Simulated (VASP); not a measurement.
# Be24H in VASP: further runs

Be24H is run at these levels: PBE; tasks: single point.

All numbers are computed with VASP 6.6.1; they aren't measurements. Logs are shortened: lines on timing, memory, paths and dates and some standing lists are left out, and cuts for length are marked.

## 1. The cell of the first run

The cell holds a slab with vacuum, 25 atoms: a = 4.525 Å, b = 7.134 Å, c = 19.869 Å, α = 90.00°, β = 90.00°, γ = 90.00°.

## 2. Single point, PBE

Contents of INCAR:

```
SYSTEM = Be24H
PREC     = Accurate       ! precision mode
ENCUT    = 520            ! plane-wave cutoff, eV
EDIFF    = 1E-6           ! SCF threshold, eV
ISMEAR   = 0              ! smearing method
SIGMA    = 0.1            ! smearing width, eV
LREAL    = Auto         
LASPH    = .True.         ! aspherical terms in the spheres
NELM     = 80             ! most SCF steps
ALGO     = Normal         ! electronic algorithm
ISIF     = 2              ! what is computed and relaxed
LWAVE    = .False.        ! write WAVECAR
LCHARG   = .False.        ! write CHGCAR
LDIPOL   = .True.       
IDIPOL   = 3            
DIPOL    = 0.5 0.5 0.320
GGA      = PE             ! functional
NBANDS   = 42             ! bands
```

Contents of KPOINTS:

```
regular mesh
0
Gamma
  6 4 1
  0 0 0
```

Contents of POSCAR:

```
Be24H
1.0
    4.5254381414      0.0000000000      0.0000000000
    0.0000000000      7.1336190818      0.0000000000
    0.0000000000      0.0000000000     19.8685529777
Be H
24 1
Direct
    0.0000000000      0.3750000000      0.2013231665
    0.0000000000      0.8750000000      0.2013231665
    0.5000000000      0.3750000000      0.2013231665
    0.5000000000      0.8750000000      0.2013231665
    0.2500000000      0.1250000000      0.2341987732
    0.2500000000      0.6250000000      0.2341987732
    0.7500000000      0.1250000000      0.2341987732
    0.7500000000      0.6250000000      0.2341987732
    0.2500000000      0.3750000000      0.2999499865
    0.2500000000      0.8750000000      0.2999499865
    0.7500000000      0.3750000000      0.2999499865
    0.7500000000      0.8750000000      0.2999499865
    0.0000000000      0.1250000000      0.3268353583
    0.0000000000      0.6250000000      0.3268353583
    0.5000000000      0.1250000000      0.3268353583
    0.5000000000      0.6250000000      0.3268353583
    0.0000000000      0.3750000000      0.3993099146
    0.0000000000      0.8750000000      0.3993099146
    0.5000000000      0.3750000000      0.3993099146
    0.5000000000      0.8750000000      0.3993099146
    0.2500000000      0.1250000000      0.4211958962
    0.2500000000      0.6250000000      0.4211958962
    0.7500000000      0.1250000000      0.4211958962
    0.7500000000      0.6250000000      0.4211958962
    0.4166666667      0.3750000000      0.4669097559
```

Potentials or basis: VASP PAW PBE potentials, release 64 (Be, H).

Command:

```console
$ cat potpaw_PBE.64/Be/POTCAR potpaw_PBE.64/H/POTCAR > POTCAR
$ mpirun -np 1 vasp_std > vasp.out
```

OUTCAR:

```text
SYSTEM = Be24H
   PREC = Accurate
   ENCUT = 520
   EDIFF = 1E-6
   ISMEAR = 0
   LREAL = Auto
   LASPH = .True.
   NELM = 80
   ISIF = 2
   GGA = PE

 ion  position               nearest neighbor table
   1  0.000  0.375  0.201-   5 2.21   6 2.21   7 2.21   8 2.21   3 2.26   3 2.26  11 2.26   9 2.26

   2  0.000  0.875  0.201-   5 2.21   6 2.21   7 2.21   8 2.21   4 2.26   4 2.26  12 2.26  10 2.26

   3  0.500  0.375  0.201-   5 2.21   6 2.21   7 2.21   8 2.21   1 2.26   1 2.26  11 2.26   9 2.26
[... 39 lines left out ...]
  23  0.750  0.125  0.421-  17 2.16  18 2.16  19 2.16  20 2.16  13 2.19  15 2.19  21 2.26  21 2.26

  24  0.750  0.625  0.421-  17 2.16  18 2.16  19 2.16  20 2.16  14 2.19  16 2.19  22 2.26  22 2.26

  25  0.417  0.375  0.467-  19 1.40

  LATTYP: Found a simple orthorhombic cell.
 ALAT       =     4.5254381414
 B/A-ratio  =     1.5763377730
 C/A-ratio  =     4.3904153271

  Lattice vectors:

 A1 = (   4.5254381414,   0.0000000000,   0.0000000000)
 A2 = (   0.0000000000,   7.1336190818,   0.0000000000)
 A3 = (   0.0000000000,   0.0000000000,  19.8685529777)

Analysis of symmetry for initial positions (statically):
=====================================================================
 Subroutine PRICEL returns:
 Original cell was already a primitive cell.

 Routine SETGRP: Setting up the symmetry group for a
 simple orthorhombic supercell.

 Subroutine GETGRP returns: Found  2 space group operations
 (whereof  1 operations were pure point group operations)
 out of a pool of  8 trial point group operations.

The static configuration has the point symmetry C_1 .
 The point group associated with its full space group is C_1h.

Analysis of symmetry for dynamics (positions and initial velocities):
=====================================================================
 Subroutine PRICEL returns:
 Original cell was already a primitive cell.

 Routine SETGRP: Setting up the symmetry group for a
 simple orthorhombic supercell.

 Subroutine GETGRP returns: Found  2 space group operations
 (whereof  1 operations were pure point group operations)
 out of a pool of  8 trial point group operations.

The dynamic configuration has the point symmetry C_1 .
 The point group associated with its full space group is C_1h.

 Subroutine INISYM returns: Found  2 space group operations
 (whereof  1 operations are pure point group operations),
 and found     1 'primitive' translations

----------------------------------------------------------------------------------------

                                     Primitive cell

  volume of cell :     641.4116

  direct lattice vectors                    reciprocal lattice vectors
     4.525438141  0.000000000  0.000000000     0.220973079  0.000000000  0.000000000
     0.000000000  7.133619082  0.000000000     0.000000000  0.140181300  0.000000000
     0.000000000  0.000000000 19.868552978     0.000000000  0.000000000  0.050330792

  length of vectors
     4.525438141  7.133619082 19.868552978     0.220973079  0.140181300  0.050330792

  position of ions in fractional coordinates (direct lattice)
     0.000000000  0.375000000  0.201323167
     0.000000000  0.875000000  0.201323167
     0.500000000  0.375000000  0.201323167
     0.500000000  0.875000000  0.201323167
     0.250000000  0.125000000  0.234198773
     0.250000000  0.625000000  0.234198773
[... 17 lines left out ...]
     0.750000000  0.625000000  0.421195896
     0.416666667  0.375000000  0.466909756

  ion indices of the primitive-cell ions
   primitive index   ion index
                 1           1
                 2           2
                 3           3
                 4           4
                 5           5
                 6           6
[... 17 lines left out ...]
                24          24
                25          25

----------------------------------------------------------------------------------------

 KPOINTS: regular mesh

Automatic generation of k-mesh.
 Grid dimensions read from file:
 generate k-points for:    6    4    1

 Generating k-lattice:

  Cartesian coordinates                     Fractional coordinates (reciprocal lattice)
     0.036828847  0.000000000  0.000000000     0.166666667  0.000000000  0.000000000
     0.000000000  0.035045325  0.000000000     0.000000000  0.250000000  0.000000000
     0.000000000  0.000000000  0.050330792     0.000000000  0.000000000  1.000000000

  Length of vectors
     0.036828847  0.035045325  0.050330792

  Shift w.r.t. Gamma in fractional coordinates (k-lattice)
     0.000000000  0.000000000  0.000000000

 Subroutine IBZKPT returns following result:
 ===========================================

 Found     12 irreducible k-points:

 Following reciprocal coordinates:
            Coordinates               Weight
  0.000000  0.000000  0.000000      1.000000
  0.166667  0.000000  0.000000      2.000000
  0.333333  0.000000  0.000000      2.000000
  0.500000  0.000000  0.000000      1.000000
  0.000000  0.250000  0.000000      2.000000
  0.166667  0.250000  0.000000      4.000000
  0.333333  0.250000  0.000000      4.000000
  0.500000  0.250000  0.000000      2.000000
  0.000000  0.500000  0.000000      1.000000
  0.166667  0.500000  0.000000      2.000000
  0.333333  0.500000  0.000000      2.000000
  0.500000  0.500000  0.000000      1.000000
   k-points           NKPTS =     12   k-points in BZ     NKDIM =     12   number of bands    NBANDS=     42
   number of dos      NEDOS =    301   number of ions     NIONS =     25
   total plane-waves  NPLWV = 291600
   dimension x,y,z NGX =    36 NGY =   54 NGZ =  150
   dimension x,y,z NGXF=    72 NGYF=  108 NGZF=  300
   ions per type =              24   1
   NGX,Y,Z   is equivalent  to a cutoff of  13.22, 12.58, 12.55 a.u.
   NGXF,Y,Z  is equivalent  to a cutoff of  26.45, 25.17, 25.10 a.u.
 SYSTEM =  Be24H
   PREC   = accura    normal or accurate (medium, high low for compatibility)
   ISTART =      0    job   : 0-new  1-cont  2-samecut
   ICHARG =      2    charge: 1-file 2-atom 10-const
   ISPIN  =      1    spin polarized calculation?
   LNONCOLLINEAR =      F non collinear calculations
   LSORBIT =      F    spin-orbit coupling
   LASPH  =      T    aspherical Exc in radial PAW
   ENCUT  =  520.0 eV  38.22 Ry    6.18 a.u.   8.41 13.26 36.94*2*pi/ulx,y,z
   NELM   =     80;   NELMIN=  2; NELMDL= -5     # of ELM steps
   EDIFF  = 0.1E-05   stopping-criterion for ELM
   LREAL  =      T    real-space projection
   EDIFFG = 0.1E-04   stopping-criterion for IOM
   NSW    =      0    number of steps for IOM
   IBRION =     -1    ionic relax: 0-MD 1-quasi-New 2-CG
   NFREE  =      0    steps in history (QN), initial steepest desc. (CG)
   ISIF   =      2    stress and relaxation
   ISYM   =      2    0-nonsym 1-usesym 2-fastsym
   POTIM  = 0.5000    time-step for ionic-motion
   TEBEG  =    0.0;   TEEND  =   0.0 temperature during run
   PSTRESS=    0.0 pullay stress
   NELECT =      49.0000    total number of electrons
   NUPDOWN=      -1.0000    fix difference up-down
   EMIN   =  10.00;   EMAX   =-10.00  energy-range for DOS
   EFERMI =   0.00;   METHOD = LEGACY
   ISMEAR =     0;   SIGMA  =   0.10  broadening in eV -4-tet -1-fermi 0-gaus
   EFERMI_NEDOS =   21; number of points for ismear=-14 and -15
   IALGO  =     38    algorithm
   IMIX   =      4    mixing-type and parameters
     AMIX     =   0.40;   BMIX     =  1.00
     AMIX_MAG =   1.60;   BMIX_MAG =  1.00
  volume/ion in A,a.u.               =      25.66       173.14
  Fermi-wavevector in a.u.,A,eV,Ry     =   0.694642  1.312684  6.565192  0.482528
  Thomas-Fermi vector in A             =   1.777193
   LORBIT       =      0    0 simple, 1 ext, 2 COOP (PROOUT), +10 PAW based schemes
   GGA     = PE    functional components
   LHFCALC =     F    Hartree Fock is set to
   AEXX    =    0.0000 exact exchange contribution
   IVDW    =     0    specifies the selected vdW correction
   LEPSILON=     F    determine dielectric tensor
   LRPA    =     F    only Hartree local field effects (RPA)
 non-spin polarized calculation
 Gauss-broadening in eV      SIGMA  =   0.10
  energy-cutoff  :      520.00
  volume of cell :      641.41
 maximum number of plane-waves:     17327
 NGX is ok and might be reduce to    36
   NGX = 17   NGY = 27   NGZ = 73

 dipolmoment           0.000000      0.000000     -0.004141 electrons x Angstroem

 number of electron      49.0000001 magnetization

 dipolmoment           0.000000      0.000000      0.006156 electrons x Angstroem

 Free energy of the ion-electron system (eV)
  ---------------------------------------------------
  ext. energy  EPLUGINS =         0.00000000
  ---------------------------------------------------
  free energy    TOTEN  =       -85.78125747 eV

  energy without entropy =      -85.75994554  energy(sigma->0) =      -85.77060150

 E-fermi :  -1.1388     XC(G=0):  -4.1423

 val. band max:       -1.1611325739   @ k =   0.0000   0.5000   0.0000
 cond. band min:      -1.0798194535   @ k =   0.1667   0.5000   0.0000
 fundamental gap:      0.0813131204
 Fermi energy:        -1.1387863840

 k-point     1 :       0.0000    0.0000    0.0000
  band No.  band energies     occupation
      1     -11.4899      2.00000
      2      -9.5986      2.00000
      3      -9.3462      2.00000
      4      -9.2801      2.00000
      5      -7.6717      2.00000
      6      -7.2514      2.00000
[... 457 lines left out ...]
     35       3.2639      0.00000
     36       3.2903      0.00000
 [bands above 36 left out]

------------------------ aborting loop because EDIFF is reached ----------------------------------------

 vacuum level on the upper side and lower side of the slab       (xc-potential included)         0.011        -0.025

  FORCE on cell =-STRESS in cart. coord.  units (eV):
  Direction    XX          YY          ZZ          XY          YZ          ZX
  --------------------------------------------------------------------------------------
  -------------------------------------------------------------------------------------
  Total        0.0907212     -4.2956119     -1.7046465      0.0000000      0.0000000     -1.0691199
  in kB        0.2266118    -10.7299780     -4.2580242      0.0000000      0.0000000     -2.6705470
  external PRESSURE =      -4.9204635 kB  Pullay stress =       0.0000000 kB

 VOLUME and BASIS-vectors are now :
 -----------------------------------------------------------------------------
  energy-cutoff  :      520.00
  volume of cell :      641.41
      direct lattice vectors                 reciprocal lattice vectors
     4.525438141  0.000000000  0.000000000     0.220973079  0.000000000  0.000000000
     0.000000000  7.133619082  0.000000000     0.000000000  0.140181300  0.000000000
     0.000000000  0.000000000 19.868552978     0.000000000  0.000000000  0.050330792

 POSITION                                       TOTAL-FORCE (eV/Angst)
 -----------------------------------------------------------------------------------
      0.00000      2.67511      4.00000         0.053762      0.000000      0.483133
      0.00000      6.24192      4.00000        -0.043768      0.000000      0.560615
      2.26272      2.67511      4.00000        -0.036895      0.000000      0.569067
      2.26272      6.24192      4.00000         0.048400      0.000000      0.473213
      1.13136      0.89170      4.65319        -0.021663      0.079037     -0.661804
      1.13136      4.45851      4.65319        -0.021663     -0.079037     -0.661804
[... 17 lines left out ...]
      3.39408      4.45851      8.36855         0.130526      0.060518     -0.119292
      1.88560      2.67511      9.27682        -0.730758      0.000000      0.011049
 -----------------------------------------------------------------------------------
    total drift:                               -0.000003     -0.000000      0.001876

  FREE ENERGIE OF THE ION-ELECTRON SYSTEM (eV)
  ---------------------------------------------------
  free  energy   TOTEN  =       -85.7812574690 eV

  energy  without entropy=      -85.7599455405  energy(sigma->0) =      -85.77060150

 vacuum level on the upper side and lower side of the slab         3.348         3.279
```

Run time: 17 min. Hardware: 1 thread of Oxide Virtual Turin-like, shared host; peak memory 0.64 GiB.

What came out:

* Free energy: -85.7813 eV
* Largest force: 0.731 eV/Å
* Band gap on the k mesh: zero (an odd number of electrons rules out a gap without spin polarisation)

Forces in eV/Å, atoms in the order of the input:
```
Be   0.054  0.000  0.483
Be  -0.044  0.000  0.561
Be  -0.037  0.000  0.569
Be   0.048  0.000  0.473
Be  -0.022  0.079 -0.662
Be  -0.022 -0.079 -0.662
Be   0.021  0.028 -0.676
Be   0.021 -0.028 -0.676
Be  -0.117  0.000  0.357
Be  -0.061  0.000  0.242
Be   0.066  0.000  0.139
Be   0.090  0.000  0.298
Be   0.054 -0.002 -0.057
Be   0.054  0.002 -0.057
Be   0.027  0.000  0.107
Be   0.027  0.000  0.107
Be  -0.242  0.000 -0.200
Be  -0.051  0.000  0.145
Be   0.457  0.000 -0.406
Be  -0.009  0.000  0.089
Be   0.077 -0.105  0.026
Be   0.077  0.105  0.026
Be   0.131 -0.061 -0.119
Be   0.131  0.061 -0.119
H   -0.731  0.000  0.011
```

## 3. Single point, PBE

Contents of INCAR:

```
  PREC = Accurate
  ENCUT = 520
  EDIFF = 1E-6
  ISMEAR = 0
  SIGMA = 0.1
  LREAL = Auto
  LASPH = T
  NELM = 60
  ALGO = Normal
  ISIF = 2
  LWAVE = F
  LCHARG = F
  LDIPOL = T
  IDIPOL = 3
  DIPOL = 0.5 0.5 0.321
  GGA = PE
  NBANDS = 42
```

Contents of KPOINTS:

```
regular mesh
0
Gamma
  6 4 1
```

Edit POSCAR of step 2 so:

```diff
@@ -32,2 +32,2 @@
     0.7500000000      0.6250000000      0.4211958962
-    0.4166666667      0.3750000000      0.4669097559
+    0.2500000000      0.1875000000      0.4869425855
```

Potentials or basis: VASP PAW PBE potentials, release 64 (Be, H).

Command:

```console
$ cat potpaw_PBE.64/Be/POTCAR potpaw_PBE.64/H/POTCAR > POTCAR
$ mpirun -np 1 vasp_std > vasp.out
```

OUTCAR:

```text
PREC = Accurate
   ENCUT = 520
   EDIFF = 1E-6
   ISMEAR = 0
   LREAL = Auto
   LASPH = T
   NELM = 60
   ISIF = 2
   GGA = PE

 ion  position               nearest neighbor table
   1  0.000  0.375  0.201-   5 2.21   6 2.21   7 2.21   8 2.21   3 2.26   3 2.26  11 2.26   9 2.26

   2  0.000  0.875  0.201-   5 2.21   6 2.21   7 2.21   8 2.21   4 2.26   4 2.26  12 2.26  10 2.26

   3  0.500  0.375  0.201-   5 2.21   6 2.21   7 2.21   8 2.21   1 2.26   1 2.26  11 2.26   9 2.26
[... 39 lines left out ...]
  23  0.750  0.125  0.421-  17 2.16  18 2.16  19 2.16  20 2.16  13 2.19  15 2.19  21 2.26  21 2.26
[... 715 lines left out ...]
  in kB       -1.5993214     -9.4530954     -3.3898194      0.0000000     -0.5396652      0.0000000
  external PRESSURE =      -4.8140787 kB  Pullay stress =       0.0000000 kB

 VOLUME and BASIS-vectors are now :
 -----------------------------------------------------------------------------
  energy-cutoff  :      520.00
  volume of cell :      641.41
      direct lattice vectors                 reciprocal lattice vectors
     4.525438141  0.000000000  0.000000000     0.220973079  0.000000000  0.000000000
     0.000000000  7.133619082  0.000000000     0.000000000  0.140181300  0.000000000
     0.000000000  0.000000000 19.868552978     0.000000000  0.000000000  0.050330792

 POSITION                                       TOTAL-FORCE (eV/Angst)
 -----------------------------------------------------------------------------------
      0.00000      2.67511      4.00000         0.012136      0.015445      0.597158
      0.00000      6.24192      4.00000        -0.012467     -0.060418      0.561320
      2.26272      2.67511      4.00000        -0.012136      0.015445      0.597158
      2.26272      6.24192      4.00000         0.012467     -0.060418      0.561320
      1.13136      0.89170      4.65319         0.000000      0.031666     -0.661179
      1.13136      4.45851      4.65319         0.000000     -0.018019     -0.750940
[... 17 lines left out ...]
      3.39408      4.45851      8.36855         0.000000     -0.081008      0.099927
      1.13136      1.33755      9.67484         0.000000      0.055784      0.015973
 -----------------------------------------------------------------------------------
    total drift:                               -0.000000      0.000122      0.002390

  FREE ENERGIE OF THE ION-ELECTRON SYSTEM (eV)
  ---------------------------------------------------
  free  energy   TOTEN  =       -86.0184964151 eV

  energy  without entropy=      -85.9986263666  energy(sigma->0) =      -86.00856139

 vacuum level on the upper side and lower side of the slab         3.716         2.992
```

OSZICAR:

```text
N       E                     dE             d eps       ncg     rms          rms(c)
DAV:   1     0.194161116794E+03    0.19416E+03   -0.15507E+04  1008   0.839E+02
DAV:   2    -0.754978216721E+02   -0.26966E+03   -0.25254E+03  1390   0.174E+02
DAV:   3    -0.927614825131E+02   -0.17264E+02   -0.16844E+02  1198   0.433E+01
[... 15 lines left out ...]
DAV:  19    -0.860182752472E+02   -0.26200E-03   -0.19631E-05  1260   0.103E-02    0.295E-03
DAV:  20    -0.860184430399E+02   -0.16779E-03   -0.15035E-05  1178   0.879E-03    0.145E-03
DAV:  21    -0.860184765038E+02   -0.33464E-04   -0.16421E-06  1182   0.359E-03    0.680E-04
DAV:  22    -0.860184934793E+02   -0.16976E-04   -0.12445E-06  1034   0.221E-03    0.244E-04
DAV:  23    -0.860184954486E+02   -0.19693E-05   -0.86735E-08  1014   0.768E-04    0.144E-04
DAV:  24    -0.860184964151E+02   -0.96653E-06   -0.65312E-08   870   0.527E-04
   1 F= -.86018496E+02 E0= -.86008561E+02  d E =-.198700E-01
```

Run time: 17 min. Hardware: 1 thread of Oxide Virtual Turin-like, shared host; peak memory 0.64 GiB.

Results:

```
Free energy            : -86.0185 eV
Largest force          : 0.799 eV/Å
Band gap on the k mesh : zero (an odd number of electrons rules out a gap without spin polarisation)
```

Forces in eV/Å, atoms in the order of the input:
```
Be   0.012  0.015  0.597
Be  -0.012 -0.060  0.561
Be  -0.012  0.015  0.597
Be   0.012 -0.060  0.561
Be   0.000  0.032 -0.661
Be   0.000 -0.018 -0.751
Be   0.000  0.045 -0.599
Be   0.000  0.056 -0.797
Be   0.000  0.073  0.216
Be   0.000 -0.148  0.039
Be   0.000  0.105  0.001
Be   0.000 -0.057  0.054
Be   0.077  0.025  0.307
Be  -0.034  0.048 -0.014
Be  -0.077  0.025  0.307
Be   0.034  0.048 -0.014
Be  -0.177  0.246 -0.039
Be  -0.100 -0.193 -0.159
Be   0.177  0.246 -0.039
Be   0.100 -0.193 -0.159
Be   0.000 -0.239 -0.072
Be   0.000  0.107 -0.092
Be   0.000 -0.092  0.040
Be   0.000 -0.081  0.100
H    0.000  0.056  0.016
```

Levels at points of the mesh, in eV from the Fermi level:
| k point | band 21 | band 22 | band 23 | band 24 | band 25 | band 26 | band 27 | band 28 | band 29 | band 30 |
| --- | --- | --- | --- | --- | --- | --- | --- | --- | --- | --- |
| (0.00, 0.00, 0.00) | -2.27 | -1.39 | -0.89 | -0.16 | -0.06 | 0.32 | 0.82 | 1.68 | 2.11 | 2.48 |
| (0.50, 0.00, 0.00) | -1.38 | -1.08 | 0.06 | 0.81 | 0.87 | 1.38 | 1.39 | 1.48 | 1.48 | 1.53 |
| (0.00, 0.50, 0.00) | -1.23 | -1.04 | -0.87 | -0.86 | -0.62 | 0.10 | 0.54 | 1.43 | 2.76 | 3.42 |
| (0.50, 0.50, 0.00) | -1.58 | -0.49 | -0.44 | -0.44 | 0.30 | 0.50 | 0.52 | 0.53 | 1.45 | 2.98 |
